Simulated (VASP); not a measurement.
Crystal: As.

```xyz
2
Lattice="1.8424 1.0637 3.4423 -1.8424 1.0637 3.4423 0.0000 -2.1274 3.4423" Properties=species:S:1:pos:R:3 pbc="T T T"
As    0.0000    0.0000    2.3339
As    0.0000    0.0000    7.9931
```

This cell differs from its parent crystal: volume scaled by 0.94.

Base run:

| Item | Value |
| --- | --- |
| Program | VASP 6.6.1 |
| Functional | LDA |
| Potentials or basis | VASP PAW LDA potentials, release 64 (As) |
| Cutoff | 520 eV |
| k mesh | 9 × 9 × 9 |
| Occupations | fermi-dirac, width 0.05 eV |
| Spin | no spin polarisation |

Its results: band gap on the k mesh zero (band 5 reaches 6.24 eV, above the bottom of band 6 at 6.09 eV); pressure 4.5 GPa; largest force 0.789 eV/Å.

After a change of settings the same cell gave: band gap on the k mesh zero (band 15 reaches 4.43 eV, above the bottom of band 16 at 4.28 eV); pressure 4.0 GPa; largest force 0.739 eV/Å. Which change was it?
A. potentials or basis from VASP PAW LDA potentials, release 64 (As) to VASP PAW LDA potentials, release 64 (As_d); cutoff from 520 eV to 600 eV; further incar settings from ALGO = Normal; EDIFF = 1e-06; NBANDS = 12 to ALGO = Normal; EDIFF = 1e-06; NBANDS = 22; valence electrons from 10 to 30
B. functional from LDA to PBE; potentials or basis from VASP PAW LDA potentials, release 64 (As) to VASP PAW PBE potentials, release 64 (As)
C. functional from LDA to r2SCAN; potentials or basis from VASP PAW LDA potentials, release 64 (As) to VASP PAW PBE potentials, release 64 (As)

A.
